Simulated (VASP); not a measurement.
TePd3: single point with LDA

The system is TePd3.

```xyz
4
Lattice="-2.2833 2.2833 3.2458 2.2833 -2.2833 3.2458 2.2833 2.2833 -3.2458" Properties=species:S:1:pos:R:3 pbc="T T T"
Te    0.0000    0.0000    0.0000
Pd    0.0000    2.2833    1.6229
Pd    2.2833    0.0000    1.6229
Pd    0.0000    0.0000    3.2458
```

```json
{
  "Program": "VASP 6.6.1",
  "Task": "single point",
  "Functional": "LDA",
  "Potentials or basis": "VASP PAW LDA potentials, release 64 (Te, Pd)",
  "Cutoff": "520 eV",
  "k mesh": "7 × 7 × 7",
  "Occupations": "methfessel-paxton, width 0.1 eV",
  "Spin": "no spin polarisation",
  "Dipole correction": "no",
  "Further INCAR settings": "ALGO = Normal; EDIFF = 1e-06; NBANDS = 26"
}
```

The pressure is -9.1 GPa. The band gap on the k mesh is zero (bands 18 and 19 overlap by 2.10 eV).

Levels at points of the mesh, in eV from the Fermi level:
| k point | band 15 | band 16 | band 17 | band 18 | band 19 | band 20 | band 21 | band 22 |
| --- | --- | --- | --- | --- | --- | --- | --- | --- |
| (0.00, 0.00, 0.00) | -1.24 | -1.15 | -1.13 | 1.08 | 1.11 | 1.11 | 5.00 | 5.00 |

Wall time 69 s on 1 thread of Intel Xeon 8259CL, on a shared host, peak memory 0.21 GiB.

Caveat: the cell stands under tension; spin-orbit coupling is left out, which moves the levels of the heavy elements.
